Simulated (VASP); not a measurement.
# Cu4O3 (P4/nmm) in VASP: single point with r2SCAN

Aim: the single point of Cu4O3 with r2SCAN.

Everything below comes from runs of VASP 6.6.1. Logs are shortened: lines on timing, memory, paths and dates and some standing lists are left out, and cuts for length are marked.

**1. The cell of the first run**

It takes space group P4/nmm (No. 129, tetragonal). The conventional cell has a = 4.013 Å, b = 4.013 Å, c = 9.195 Å, α = 90.00°, β = 90.00°, γ = 90.00°. Cu (site symmetry 4mm) has 5 O at 2.03 to 2.36 Å within 2.7 Å. Cu (site symmetry -4m2) has 2 O at 1.88 Å within 2.5 Å. Cu (site symmetry -4m2) has 6 O at 2.01 to 2.72 Å and 4 Cu at 2.84 Å within 2.9 Å. Within 2.9 Å of Cu (site symmetry 4mm) lie 5 O at 2.01 to 2.73 Å and 8 Cu at 2.79 to 2.85 Å. O (site symmetry 2mm) has 5 Cu at 1.88 to 2.03 Å within 2.5 Å. O (site symmetry 4mm) has 6 Cu at 2.01 to 2.73 Å and 4 O at 2.84 Å within 2.9 Å.

**2. Single point, r2SCAN, collinear spin**

The input, POSCAR:

```
Cu4O3
1.0
    4.0125808581      0.0000000000      0.0000000000
    0.0000000000      4.0125808581      0.0000000000
    0.0000000000      0.0000000000      9.1951792308
Cu O
8 6
Direct
    0.0000000000      0.5000000000      0.7632776020
    0.5000000000      0.0000000000      0.2367223980
    0.0000000000      0.0000000000      0.0000000000
    0.0000000000      0.0000000000      0.5000000000
    0.5000000000      0.0000000000      0.7898351281
    0.0000000000      0.5000000000      0.2101648719
    0.5000000000      0.5000000000      0.0000000000
    0.5000000000      0.5000000000      0.5000000000
    0.0000000000      0.0000000000      0.2039871834
    0.0000000000      0.0000000000      0.7960128166
    0.0000000000      0.5000000000      0.5068338621
    0.5000000000      0.0000000000      0.4931661379
    0.5000000000      0.5000000000      0.2039871834
    0.5000000000      0.5000000000      0.7960128166
```

The input, INCAR.step1:

```
ALGO = Normal
EDIFF = 1E-4
ENCUT = 520
GGA = PE
ISMEAR = 0
ISPIN = 2
LASPH = True
LCHARG = False
LMAXMIX = 4
LREAL = False
LWAVE = True
MAGMOM = 0.39 0.39 0 0.27 0.37 0.37 0 0.27 0.15 0.15 0 0 0.15 0.15
NBANDS = 79
NELM = 150
PREC = Accurate
SIGMA = 0.1
```

The input, INCAR.step2:

```
ALGO = Normal
EDIFF = 1E-6
ENCUT = 520
ISIF = 2
ISMEAR = 0
ISPIN = 2
ISTART = 1
LASPH = True
LCHARG = False
LMAXMIX = 4
LMIXTAU = True
LORBIT = 11
LREAL = False
LWAVE = False
MAGMOM = 0.39 0.39 0 0.27 0.37 0.37 0 0.27 0.15 0.15 0 0 0.15 0.15
METAGGA = R2SCAN
NBANDS = 79
NELM = 150
PREC = Accurate
SIGMA = 0.1
```

The input, KPOINTS:

```
k-points
0
Gamma
  4 4 2
```

Potentials or basis: VASP PAW PBE potentials, release 64 (Cu, O).

Run with:

```
$ cat potpaw_PBE.64/Cu/POTCAR potpaw_PBE.64/O/POTCAR > POTCAR
$ cp INCAR.step1 INCAR
$ mpirun -np 1 vasp_std > vasp.out
$ cp INCAR.step2 INCAR
$ mpirun -np 1 vasp_std > vasp.out
```

OUTCAR:

```text
EDIFF = 1E-6
   ENCUT = 520
   ISIF = 2
   ISMEAR = 0
   ISPIN = 2
   ISTART = 1
   LASPH = True
   LORBIT = 11
   LREAL = False
   METAGGA = R2SCAN
   NELM = 150
   PREC = Accurate

 ion  position               nearest neighbor table
   1  0.000  0.500  0.763-  10 2.03  14 2.03  10 2.03  14 2.03  11 2.36
   2  0.500  0.000  0.237-   9 2.03  13 2.03  13 2.03   9 2.03  12 2.36
   3  0.000  0.000  0.000-   9 1.88  10 1.88   5 2.79   6 2.79   6 2.79   5 2.79
   4  0.000  0.000  0.500-  11 2.01  12 2.01  11 2.01  12 2.01
   5  0.500  0.000  0.790-  10 2.01  14 2.01  14 2.01  10 2.01   7 2.79   3 2.79   3 2.79   7 2.79

   6  0.000  0.500  0.210-   9 2.01  13 2.01   9 2.01  13 2.01   3 2.79   3 2.79   7 2.79   7 2.79

   7  0.500  0.500  0.000-  13 1.88  14 1.88   5 2.79   6 2.79   5 2.79   6 2.79
   8  0.500  0.500  0.500-  11 2.01  12 2.01  12 2.01  11 2.01
   9  0.000  0.000  0.204-   3 1.88   6 2.01   6 2.01   2 2.03   2 2.03
  10  0.000  0.000  0.796-   3 1.88   5 2.01   5 2.01   1 2.03   1 2.03
  11  0.000  0.500  0.507-   4 2.01   8 2.01   4 2.01   8 2.01   1 2.36
  12  0.500  0.000  0.493-   4 2.01   8 2.01   8 2.01   4 2.01   2 2.36
  13  0.500  0.500  0.204-   7 1.88   6 2.01   6 2.01   2 2.03   2 2.03
  14  0.500  0.500  0.796-   7 1.88   5 2.01   5 2.01   1 2.03   1 2.03

  LATTYP: Found a simple tetragonal cell.
 ALAT       =     4.0125808581
 C/A-ratio  =     2.2915872741

  Lattice vectors:

 A1 = (   4.0125808581,   0.0000000000,   0.0000000000)
 A2 = (   0.0000000000,   4.0125808581,   0.0000000000)
 A3 = (   0.0000000000,   0.0000000000,   9.1951792308)

Analysis of symmetry for initial positions (statically):
=====================================================================
 Subroutine PRICEL returns:
 Original cell was already a primitive cell.

 Routine SETGRP: Setting up the symmetry group for a
 simple tetragonal supercell.

 Subroutine GETGRP returns: Found 16 space group operations
 (whereof  8 operations were pure point group operations)
 out of a pool of 16 trial point group operations.

The static configuration has the point symmetry D_2d.
 The point group associated with its full space group is D_4h.

Analysis of symmetry for dynamics (positions and initial velocities):
=====================================================================
 Subroutine PRICEL returns:
 Original cell was already a primitive cell.

[... 199 lines left out ...]
      6     -13.3553      1.00000
[... 913 lines left out ...]
     73      13.1130      0.00000
     74      13.1130      0.00000
 Fermi energy:         5.8949234152

 spin component 2

 k-point     1 :       0.0000    0.0000    0.0000
  band No.  band energies     occupation
      1     -15.3900      1.00000
      2     -15.2002      1.00000
      3     -14.4226      1.00000
      4     -14.3720      1.00000
      5     -14.2235      1.00000
      6     -13.4827      1.00000
[... 913 lines left out ...]
     73      13.1558      0.00000
     74      13.1558      0.00000
 [bands above 74 left out]

------------------------ aborting loop because EDIFF is reached ----------------------------------------

  FORCE on cell =-STRESS in cart. coord.  units (eV):
  Direction    XX          YY          ZZ          XY          YZ          ZX
  --------------------------------------------------------------------------------------
  -------------------------------------------------------------------------------------
  Total        1.0354981      1.0354981      0.6542234      0.0000000      0.0000000      0.0000000
  in kB       11.2060384     11.2060384      7.0799278      0.0000000      0.0000000      0.0000000
  external PRESSURE =       9.8306682 kB  Pullay stress =       0.0000000 kB

 VOLUME and BASIS-vectors are now :
 -----------------------------------------------------------------------------
  energy-cutoff  :      520.00
  volume of cell :      148.05
      direct lattice vectors                 reciprocal lattice vectors
     4.012580858  0.000000000  0.000000000     0.249216162  0.000000000  0.000000000
     0.000000000  4.012580858  0.000000000     0.000000000  0.249216162  0.000000000
     0.000000000  0.000000000  9.195179231     0.000000000  0.000000000  0.108752638

 POSITION                                       TOTAL-FORCE (eV/Angst)
 -----------------------------------------------------------------------------------
      0.00000      2.00629      7.01847        -0.000000     -0.000000     -0.078288
      2.00629      0.00000      2.17670         0.000000     -0.000000      0.078288
      0.00000      0.00000      0.00000        -0.000000      0.000000      0.000000
      0.00000      0.00000      4.59759         0.000000     -0.000000      0.000000
      2.00629      0.00000      7.26268        -0.000000     -0.000000     -0.043085
      0.00000      2.00629      1.93250         0.000000      0.000000      0.043085
      2.00629      2.00629      0.00000        -0.000000     -0.000000      0.000000
      2.00629      2.00629      4.59759        -0.000000      0.000000      0.000000
      0.00000      0.00000      1.87570        -0.000000     -0.000000      0.056148
      0.00000      0.00000      7.31948        -0.000000     -0.000000     -0.056148
      0.00000      2.00629      4.66043        -0.000000     -0.000000      0.000837
      2.00629      0.00000      4.53475        -0.000000     -0.000000     -0.000837
      2.00629      2.00629      1.87570        -0.000000     -0.000000      0.056148
      2.00629      2.00629      7.31948         0.000000     -0.000000     -0.056148
 -----------------------------------------------------------------------------------
    total drift:                                0.000000      0.000000      0.000000

  FREE ENERGIE OF THE ION-ELECTRON SYSTEM (eV)
  ---------------------------------------------------
  free  energy   TOTEN  =      -130.0182365569 eV

  energy  without entropy=     -130.0017781172  energy(sigma->0) =     -130.01000734

 total charge

# of ion       s       p       d       tot
------------------------------------------
    1        0.317   0.332   9.224   9.873
    2        0.317   0.332   9.224   9.873
    3        0.442   0.362   9.237  10.041
    4        0.339   0.327   9.201   9.866
    5        0.335   0.346   9.240   9.921
    6        0.335   0.346   9.240   9.921
    7        0.442   0.362   9.237  10.041
    8        0.339   0.327   9.201   9.866
    9        1.572   3.444   0.000   5.016
   10        1.572   3.444   0.000   5.016
   11        1.571   3.405   0.000   4.976
   12        1.571   3.405   0.000   4.976
   13        1.572   3.444   0.000   5.016
   14        1.572   3.444   0.000   5.016
--------------------------------------------------
tot         12.293  23.323  73.803 109.418

 magnetization (x)

# of ion       s       p       d       tot
------------------------------------------
    1       -0.005   0.004   0.344   0.344
    2       -0.005   0.004   0.344   0.344
    3       -0.001  -0.002   0.011   0.008
    4        0.003  -0.002  -0.113  -0.112
    5       -0.002  -0.001   0.027   0.024
    6       -0.002  -0.001   0.027   0.024
    7       -0.001  -0.002   0.011   0.008
    8        0.003  -0.002  -0.113  -0.112
    9        0.004   0.072   0.000   0.076
   10        0.004   0.072   0.000   0.076
   11       -0.002  -0.050   0.000  -0.052
   12       -0.002  -0.050   0.000  -0.052
   13        0.004   0.072   0.000   0.076
   14        0.004   0.072   0.000   0.076
--------------------------------------------------
tot          0.005   0.186   0.538   0.729
```

OUTCAR.step1:

```text
EDIFF = 1E-4
   ENCUT = 520
   GGA = PE
   ISMEAR = 0
[... 2129 lines left out ...]
      0.00000      2.00629      4.66043        -0.000000      0.000000     -0.011873
      2.00629      0.00000      4.53475        -0.000000     -0.000000      0.011873
      2.00629      2.00629      1.87570        -0.000000      0.000000      0.162846
      2.00629      2.00629      7.31948        -0.000000      0.000000     -0.162846
 -----------------------------------------------------------------------------------
    total drift:                                0.000000      0.000000      0.000000

  FREE ENERGIE OF THE ION-ELECTRON SYSTEM (eV)
  ---------------------------------------------------
  free  energy   TOTEN  =       -65.0212093149 eV

  energy  without entropy=      -65.0012820494  energy(sigma->0) =      -65.01124568
```

Run time: 29 min. Hardware: 1 thread of Oxide Virtual Turin-like, shared host; peak memory 0.39 GiB.

What came out:

```yaml
Free_energy: -130.0182 eV
Pressure: 1.0 GPa
Largest_force: 0.078 eV/Å
Net_moment: 0.73 μB per cell
Site_moments: Cu +0.34, +0.01, -0.11, +0.02 (each value once); O +0.08, -0.05 (each value once) μB
Valence_electrons_inside_the_program's_atomic_spheres: Cu 9.87, 10.04, 9.92 (each value once); O 5.02, 4.98 (each value once)
```

Forces on the atoms (eV/Å):
```
Cu   0.000  0.000 -0.078
Cu   0.000  0.000  0.078
Cu   0.000  0.000  0.000
Cu   0.000  0.000  0.000
Cu   0.000  0.000 -0.043
Cu   0.000  0.000  0.043
Cu   0.000  0.000  0.000
Cu   0.000  0.000  0.000
O    0.000  0.000  0.056
O    0.000  0.000 -0.056
O    0.000  0.000  0.001
O    0.000  0.000 -0.001
O    0.000  0.000  0.056
O    0.000  0.000 -0.056
```

Stress tensor (GPa, compression positive):
```
1.12 0.00 0.00
0.00 1.12 0.00
0.00 0.00 0.71
```

Levels at points of the mesh, in eV from the Fermi level:
Spin up:
| k point | band 59 | band 60 | band 61 | band 62 | band 63 | band 64 | band 65 | band 66 | band 67 | band 68 |
| --- | --- | --- | --- | --- | --- | --- | --- | --- | --- | --- |
| (0.00, 0.00, 0.00) | -1.76 | -1.74 | -1.61 | -1.59 | -1.15 | -0.61 | 0.74 | 2.76 | 3.47 | 4.82 |
| (0.50, 0.00, 0.00) | -1.03 | -1.03 | -0.70 | -0.70 | -0.46 | -0.46 | 2.47 | 2.47 | 5.26 | 5.26 |
| (0.50, 0.50, 0.00) | 0.14 | 0.14 | 0.90 | 0.90 | 1.41 | 1.41 | 1.50 | 1.50 | 4.47 | 4.47 |
| (0.00, 0.00, 0.50) | -1.69 | -1.64 | -1.56 | -1.55 | -1.16 | -0.69 | 1.34 | 1.65 | 4.34 | 4.96 |
| (0.50, 0.00, 0.50) | -1.05 | -1.05 | -0.65 | -0.65 | -0.48 | -0.48 | 2.37 | 2.37 | 5.23 | 5.23 |
| (0.50, 0.50, 0.50) | 0.14 | 0.14 | 0.90 | 0.90 | 1.49 | 1.49 | 1.76 | 1.76 | 3.88 | 3.88 |
Spin down:
```csv
k point,band 60,band 61,band 62,band 63,band 64,band 65,band 66,band 67
"(0.00, 0.00, 0.00)",-1.35,-1.28,-1.01,-0.89,-0.53,0.76,2.80,3.49
"(0.50, 0.00, 0.00)",-0.91,-0.62,-0.62,-0.28,-0.28,2.57,2.57,5.26
"(0.50, 0.50, 0.00)",1.01,1.10,1.10,1.28,1.28,1.46,1.46,4.49
"(0.00, 0.00, 0.50)",-1.33,-1.26,-1.01,-0.88,-0.59,1.37,1.68,4.34
"(0.50, 0.00, 0.50)",-0.82,-0.60,-0.60,-0.33,-0.33,2.48,2.48,5.26
"(0.50, 0.50, 0.50)",1.01,1.10,1.10,1.28,1.28,1.84,1.84,3.91
```

Caveat: the k points lie up to 0.39 Å⁻¹ apart; the PAW data sets were made with another functional, which shifts forces and pressure a little. With open d or f shells a metallic result of r2SCAN can be an artefact of self-interaction; +U or a hybrid may open a gap.
